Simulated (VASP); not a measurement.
# BaF2 (Fm-3m) in VASP: further runs, part 3 of 3

VASP 6.6.1. The steps go on from the part before.

## Step 5: Single point, PBE, non-collinear spin, zero start, spin-orbit coupling

INCAR reads:

```
  ALGO = Normal
  EDIFF = 1E-6
  ENCUT = 600
  GGA = PE
  GGA_COMPAT = False
  ISIF = 2
  ISMEAR = 0
  LASPH = True
  LCHARG = False
  LORBIT = 11
  LORBMOM = True
  LREAL = False
  LSORBIT = True
  LWAVE = False
  MAGMOM = 0 0 0 0 0 0 0 0 0
  NBANDS = 37
  NELM = 200
  PREC = Accurate
  SIGMA = 0.05
```

KPOINTS reads:

```
k-points
0
Gamma
  8 8 8
```

POSCAR reads:

```
BaF2
1.0
    0.0000000000      3.1000485598      3.1000485598
    3.1000485598      0.0000000000      3.1000485598
    3.1000485598      3.1000485598      0.0000000000
Ba F
1 2
Direct
    0.0000000000      0.0000000000      0.0000000000
    0.2500000000      0.2500000000      0.2500000000
    0.7500000000      0.7500000000      0.7500000000
```

Potentials or basis: VASP PAW PBE potentials, release 64 (Ba_sv, F).

The run is started by

```sh
cat potpaw_PBE.64/Ba_sv/POTCAR potpaw_PBE.64/F/POTCAR > POTCAR
mpirun -np 1 vasp_ncl > vasp.out
```

OUTCAR:

```text
EDIFF = 1E-6
   ENCUT = 600
   GGA = PE
   ISIF = 2
   ISMEAR = 0
   LASPH = True
   LORBIT = 11
   LREAL = False
   LSORBIT = True
   NELM = 200
   PREC = Accurate

 ion  position               nearest neighbor table
   1  0.000  0.000  0.000-   3 2.68   2 2.68   3 2.68   2 2.68   3 2.68   3 2.68   2 2.68   2 2.68

   2  0.250  0.250  0.250-   1 2.68   1 2.68   1 2.68   1 2.68
   3  0.750  0.750  0.750-   1 2.68   1 2.68   1 2.68   1 2.68

  LATTYP: Found a face centered cubic cell.
 ALAT       =     6.2000971196

  Lattice vectors:

 A1 = (   0.0000000000,   3.1000485598,   3.1000485598)
 A2 = (   3.1000485598,   0.0000000000,   3.1000485598)
 A3 = (   3.1000485598,   3.1000485598,   0.0000000000)

Analysis of symmetry for initial positions (statically):
=====================================================================
 Subroutine PRICEL returns:
 Original cell was already a primitive cell.

 Routine SETGRP: Setting up the symmetry group for a
[... 1208 lines left out ...]
    -0.0000301     0.0000000    -0.0000544    -0.0000301    -0.0000181
     0.0000000    -0.0000544     0.0000000    -0.0000544     0.0000000
    -0.0000301    -0.0000301    -0.0000544     0.0000000    -0.0000181
    -0.0000726    -0.0000181     0.0000000    -0.0000181     0.0000000
 l=   3
     0.0000000     0.0000000     0.0000000     0.0000000     0.0000000     0.0000000     0.0000000
     0.0000000     0.0000000     0.0000000     0.0000000     0.0000000     0.0000000     0.0000000
     0.0000000     0.0000000     0.0000000     0.0000000     0.0000000     0.0000000     0.0000000
     0.0000000     0.0000000     0.0000000     0.0000000     0.0000000     0.0000000     0.0000000
[... 29 lines left out ...]
 l=   2
     0.0000000     0.0000000     0.0000000     0.0000000     0.0000000
     0.0000000     0.0000000     0.0000000     0.0000000     0.0000000
     0.0000000     0.0000000     0.0000000     0.0000000     0.0000000
     0.0000000     0.0000000     0.0000000     0.0000000     0.0000000
     0.0000000     0.0000000     0.0000000     0.0000000     0.0000000
 l=   3
     0.0000000     0.0000000     0.0000000     0.0000000     0.0000000     0.0000000     0.0000000
     0.0000000     0.0000000     0.0000000     0.0000000     0.0000000     0.0000000     0.0000000
     0.0000000     0.0000000     0.0000000     0.0000000     0.0000000     0.0000000     0.0000000
     0.0000000     0.0000000     0.0000000     0.0000000     0.0000000     0.0000000     0.0000000
     0.0000000     0.0000000     0.0000000     0.0000000     0.0000000     0.0000000     0.0000000
     0.0000000     0.0000000     0.0000000     0.0000000     0.0000000     0.0000000     0.0000000
     0.0000000     0.0000000     0.0000000     0.0000000     0.0000000     0.0000000     0.0000000

 total charge

# of ion       s       p       d       tot
------------------------------------------
    1        1.999   5.649   0.231   7.880
    2        1.730   4.364   0.000   6.094
    3        1.730   4.364   0.000   6.094
--------------------------------------------------
tot          5.460  14.377   0.231  20.068

 magnetization (x)

# of ion       s       p       d       tot
------------------------------------------
    1        0.000   0.000   0.000   0.000
    2        0.000  -0.000   0.000  -0.000
    3        0.000  -0.000   0.000  -0.000
--------------------------------------------------
tot          0.000  -0.000   0.000  -0.000

 magnetization (y)

# of ion       s       p       d       tot
------------------------------------------
    1        0.000   0.000  -0.000   0.000
    2        0.000   0.000   0.000   0.000
    3        0.000   0.000   0.000   0.000
--------------------------------------------------
tot          0.000   0.000  -0.000   0.000

 magnetization (z)

# of ion       s       p       d       tot
------------------------------------------
    1        0.000   0.000   0.000   0.000
    2        0.000   0.000   0.000   0.000
    3        0.000   0.000   0.000   0.000
--------------------------------------------------
tot          0.000   0.000   0.000   0.000
```

OSZICAR:

```text
N       E                     dE             d eps       ncg     rms          rms(c)
DAV:   1     0.175795769334E+03    0.17580E+03   -0.13354E+04  2146   0.135E+03
DAV:   2    -0.776037434522E+01   -0.18356E+03   -0.17348E+03  2878   0.294E+02
DAV:   3    -0.187507383493E+02   -0.10990E+02   -0.10906E+02  2711   0.708E+01
DAV:   4    -0.190685315073E+02   -0.31779E+00   -0.31744E+00  2946   0.101E+01
DAV:   5    -0.190705888063E+02   -0.20573E-02   -0.20571E-02  2634   0.907E-01    0.856E+00
DAV:   6    -0.172702858425E+02    0.18003E+01   -0.61371E+00  2382   0.220E+01    0.423E+00
DAV:   7    -0.172769002228E+02   -0.66144E-02   -0.41320E-01  2595   0.441E+00    0.222E+00
DAV:   8    -0.172951773526E+02   -0.18277E-01   -0.74076E-02  2262   0.292E+00    0.401E-01
DAV:   9    -0.173008041807E+02   -0.56268E-02   -0.18242E-02  2386   0.103E+00    0.153E-01
DAV:  10    -0.173032601087E+02   -0.24559E-02   -0.17382E-03  2272   0.331E-01    0.121E-01
DAV:  11    -0.173037642893E+02   -0.50418E-03   -0.39649E-04  2374   0.143E-01    0.286E-02
DAV:  12    -0.173037966228E+02   -0.32333E-04   -0.13738E-04  2619   0.989E-02    0.282E-02
DAV:  13    -0.173037864499E+02    0.10173E-04   -0.64247E-05  2316   0.626E-02    0.196E-03
DAV:  14    -0.173037869305E+02   -0.48064E-06   -0.18176E-06  2395   0.107E-02
   1 F= -.17303787E+02 E0= -.17303787E+02  d E =-.118872E-11  mag=     0.0000    -0.0000     0.0000
```

stdout:

```text
POSCAR found type information on POSCAR BaF
 POSCAR found :  2 types and       3 ions
 scaLAPACK will be used
 LDA part: xc-table for (Slater+PW92), standard interpolation
 POSCAR, INCAR and KPOINTS ok, starting setup
 FFT: planning ... GRIDC
 FFT: planning ... GRID_SOFT
 FFT: planning ... GRID
 WAVECAR not read
 entering main loop
```

Wall time 3.1 min (1 thread of AMD EPYC 7R13, shared host); peak memory 0.41 GiB.

Results:

- Free energy: -17.3038 eV
- Pressure: 2.3 GPa
- Net moment: 0.00 μB per cell
- Valence electrons inside the program's atomic spheres: Ba 7.88; F 6.09

Moments on the atoms (μB; x, y, z):
```
Ba  0.00 0.00 0.00
F   0.00 0.00 0.00
F   0.00 0.00 0.00
```

## Step 6: Single point, PBE, non-collinear spin, zero start, spin-orbit coupling

INCAR reads:

```
  PREC = Accurate
  ENCUT = 600
  EDIFF = 1E-6
  ISMEAR = -5
  SIGMA = 0.1
  LREAL = F
  LASPH = T
  NELM = 200
  ALGO = Normal
  ISIF = 2
  LWAVE = F
  LCHARG = F
  MAGMOM = 0 0 0 0 0 0 0 0 0
  LORBIT = 11
  LSORBIT = T
  GGA_COMPAT = F
  LORBMOM = T
  GGA = PE
  NBANDS = 37
```

KPOINTS reads:

```
Automatic mesh
0
Gamma
  8 8 8
```

POSCAR is that of step 5.

Potentials or basis: VASP PAW PBE potentials, release 64 (Ba_sv, F).

The run is started by

```sh
cat potpaw_PBE.64/Ba_sv/POTCAR potpaw_PBE.64/F/POTCAR > POTCAR
mpirun -np 1 vasp_ncl > vasp.out
```

Wall time 3.4 min (1 thread of AMD EPYC 7R13, shared host); peak memory 0.41 GiB.

Results (log left out):

```yaml
Free_energy: -17.3038 eV
Pressure: 2.3 GPa
Net_moment: 0.00 μB per cell
Valence_electrons_inside_the_program's_atomic_spheres: Ba 7.88; F 6.09
```

Moments on the atoms (μB; x, y, z):
```
Ba  0.00 0.00 0.00
F   0.00 0.00 0.00
F   0.00 0.00 0.00
```

## Step 7: Summary

| spin | cell | k mesh | smearing | pressure (GPa) | moment (μB) |
| --- | --- | --- | --- | --- | --- |
| off | a = 4.384 Å, angles 60.0°, 3 atoms | 10 × 10 × 10 | gaussian 0.05 eV | 2.3 | - |
| non-collinear, zero start, SOC | a = 4.384 Å, angles 60.0°, 3 atoms | 6 × 6 × 6 | gaussian 0.05 eV | 2.3 | 0.00 |
| non-collinear, zero start, SOC | a = 4.456 Å, angles 60.0°, 3 atoms | 6 × 6 × 6 | gaussian 0.05 eV | -0.6 | 0.00 |
| non-collinear, zero start, SOC | a = 4.384 Å, angles 60.0°, 3 atoms | 8 × 8 × 8 | gaussian 0.05 eV | 2.3 | 0.00 |
| non-collinear, zero start, SOC | a = 4.384 Å, angles 60.0°, 3 atoms | 8 × 8 × 8 | tetrahedron | 2.3 | 0.00 |

Alike in all rows: task single point; level PBE; potentials or basis VASP PAW PBE potentials, release 64 (Ba_sv, F); cutoff (eV) 600.

Total energies depend on the potentials used, so only differences within one code and one set of settings carry meaning.
